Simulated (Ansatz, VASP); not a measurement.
## Two plane-wave programs on Yb

```
CELL_PARAMETERS angstrom
0.00000 2.74310 2.74310
2.74310 0.00000 2.74310
2.74310 2.74310 0.00000
ATOMIC_POSITIONS crystal
Yb 0.00000 0.00000 0.00000
```

Alike in both runs: task single point; functional LDA; k mesh 7 × 7 × 7; occupations fermi-dirac, width 0.1 eV; no spin polarisation.

|  | VASP | Ansatz |
| --- | --- | --- |
| version | VASP 6.6.1 | Ansatz 0.2.0 |
| potentials or method | VASP PAW PBE potentials, release 64 (Yb) | plane waves, PAW |
| plane-wave cutoff (eV) | 600 | 420 |
| valence electrons in the cell | 24 | 24 |

|  | VASP | Ansatz | Ansatz less VASP |
| --- | --- | --- | --- |
| pressure (GPa) | -3.9 | -4.4 | -0.49 |

VASP's potentials were made for PBE, not for LDA. LDA's correlation is that of Perdew and Zunger in VASP and of Perdew and Wang (1992) in Ansatz.

Neither program's run includes spin-orbit coupling.
